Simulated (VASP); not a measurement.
Crystal: W.

```
W
1.0
     0.00000    1.98856    1.98856
     1.98856    0.00000    1.98856
     1.98856    1.98856    0.00000
W
1
Cartesian
  0.0000 0.0000 0.0000
```

This cell differs from its parent crystal: volume scaled by 0.94.

Base run:

* Program: VASP 6.6.1
* Functional: PBEsol
* Potentials or basis: VASP PAW PBE potentials, release 64 (W_sv)
* Cutoff: 520 eV
* k mesh: 11 × 11 × 11
* Occupations: fermi-dirac, width 0.05 eV
* Spin: no spin polarisation

Its results: band gap on the k mesh zero (band 7 reaches 13.82 eV, above the bottom of band 8 at 10.29 eV); pressure 6.2 GPa.

Question: The run is repeated on the same cell with these changes: functional from PBEsol to r2SCAN; cutoff from 520 eV to 550 eV. What comes out?

Answer: Band gap on the k mesh zero (band 7 reaches 13.81 eV, above the bottom of band 8 at 10.29 eV); pressure 10.6 GPa.

Caveats: the PAW data sets were made with another functional, which shifts forces and pressure a little; spin-orbit coupling is left out, which moves the levels of the heavy elements.
